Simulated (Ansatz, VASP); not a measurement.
# One calculation of Cu, two programs

```
Cu
1.0
     0.00000    1.78844    1.78844
     1.78844    0.00000    1.78844
     1.78844    1.78844    0.00000
Cu
1
Cartesian
  0.0000 0.0000 0.0000
```

Alike in both runs: functional r2SCAN; k mesh 20 × 20 × 20; occupations gaussian, width 0.1 eV; no spin polarisation.

Ansatz relaxed the structure, and its values are those at the end. VASP's run is a single point on that final structure, the one shown.

|  | VASP | Ansatz |
| --- | --- | --- |
| version | VASP 6.6.1 | Ansatz 0.2.0 |
| potentials or method | VASP PAW PBE potentials, release 64 (Cu), cutoff 520 eV | scalar-relativistic, plane waves, PAW |
| valence electrons in the cell | 11 | 19 |

```tsv
	VASP	Ansatz	Ansatz less VASP
gap on the k mesh at the Fermi level (eV)	none	none	-
pressure (GPa)	0.5	0.0	-0.49
```

VASP's potentials were made for PBE, not for r2SCAN. A gap of «none» marks a metal or a gap that the smearing closes. The functional is the same, so the differences come from potentials, cutoffs and numerics. VASP's potentials hold 11 valence electrons a cell and Ansatz's 19, so a difference there can come from the potentials and not from the codes.
